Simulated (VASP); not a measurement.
## W: single point with LDA

The system is W.

```xyz
2
Lattice="0.0000 2.9660 2.9660 2.9660 0.0000 2.9660 2.9660 2.9660 0.0000" Properties=species:S:1:pos:R:3 pbc="T T T"
W     0.7415    0.7415    0.7415
W     5.1905    5.1905    5.1905
```

This isn't the form of W at room conditions, which is bcc.

```json
{
  "Program": "VASP 6.6.1",
  "Task": "single point",
  "Functional": "LDA",
  "Potentials or basis": "VASP PAW LDA potentials, release 64 (W_sv)",
  "Cutoff": "520 eV",
  "k mesh": "11 × 11 × 11",
  "Occupations": "fermi-dirac, width 0.1 eV",
  "Spin": "no spin polarisation",
  "Dipole correction": "no",
  "Further INCAR settings": "ALGO = Normal; EDIFF = 1e-06; NBANDS = 21"
}
```

* Pressure: -11.8 GPa
* Band gap on the k mesh: zero (bands 14 and 15 overlap by 0.96 eV)

Levels at points of the mesh, in eV from the Fermi level:
| k point | band 10 | band 11 | band 12 | band 13 | band 14 | band 15 | band 16 | band 17 | band 18 | band 19 |
| --- | --- | --- | --- | --- | --- | --- | --- | --- | --- | --- |
| (0.00, 0.00, 0.00) | -1.71 | -1.71 | -1.01 | -1.01 | -1.01 | 1.45 | 1.45 | 1.45 | 4.89 | 4.89 |

Wall time 20 s on 1 thread of Intel(R) Xeon(R) 6975P-C (Granite Rapids) (shared host), peak memory 0.17 GiB.

Caveat: the cell stands under tension; spin-orbit coupling is left out, which moves the levels of the heavy elements.
